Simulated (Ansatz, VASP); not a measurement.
**Au: VASP beside Ansatz**

```
CELL_PARAMETERS angstrom
-1.60755 1.60755 1.60755
1.60755 -1.60755 1.60755
1.60755 1.60755 -1.60755
ATOMIC_POSITIONS crystal
Au 0.00000 0.00000 0.00000
```

Change from the starting cell: strain -0.030 along x and y, -0.030 along z, atoms carried along.

Alike in both runs: task single point; functional PBEsol; k mesh 20 × 20 × 20; occupations gaussian, width 0.15 eV; no spin polarisation.

|  | VASP | Ansatz |
| --- | --- | --- |
| version | VASP 6.6.1 | Ansatz 0.2.0 |
| potentials or method | VASP PAW PBE potentials, release 64 (Au), cutoff 520 eV | scalar-relativistic, plane waves, PAW |
| valence electrons in the cell | 11 | 19 |

Ansatz gave:

| Property | Result |
| --- | --- |
| gap on the k mesh at the Fermi level (eV) | none |
| pressure (GPa) | 4.8 |

Which values does VASP return?

gap on the k mesh at the Fermi level (eV): none; pressure (GPa): 4.5.

VASP's potentials were made for PBE, not for PBEsol. A gap of «none» marks a metal or a gap that the smearing closes. VASP's potentials hold 11 valence electrons a cell and Ansatz's 19, so a difference there can come from the potentials and not from the codes.

Spin-orbit coupling is off throughout.
